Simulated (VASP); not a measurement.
A run of VASP 6.6.1 is set up as follows.

The input INCAR:

```
SYSTEM = Ru
PREC = Accurate ; ENCUT = 520
EDIFF = 1E-7 ; ISMEAR = 0
SIGMA = 0.15 ; LREAL = .FALSE.
LASPH = .TRUE. ; NELM = 100
ALGO = Normal ; ISIF = 2
LWAVE = .FALSE. ; LCHARG = .FALSE.
GGA = PS ; NBANDS = 13
```

Contents of KPOINTS:

```
Automatic mesh
0
G
  22 22 22
  0 0 0
```

The input POSCAR:

```
Ru
1.0
    0.0000000000      1.9150000000      1.9150000000
    1.9150000000      0.0000000000      1.9150000000
    1.9150000000      1.9150000000      0.0000000000
Ru
1
Direct
    0.0000000000      0.0000000000      0.0000000000
```

Potentials or basis: VASP PAW PBE potentials, release 64 (Ru_pv).

Run with:

```sh
$ cat potpaw_PBE.64/Ru_pv/POTCAR > POTCAR
$ mpirun -np 1 vasp_std > vasp.out
```

(1) Estimate the band gap on the k mesh.

(2) Estimate the pressure.

Answers

(1) zero (band 7 reaches 14.15 eV, above the bottom of band 8 at 10.76 eV).

(2) -14.8 GPa.

Caveat: the PAW data sets were made with another functional, which shifts forces and pressure a little.
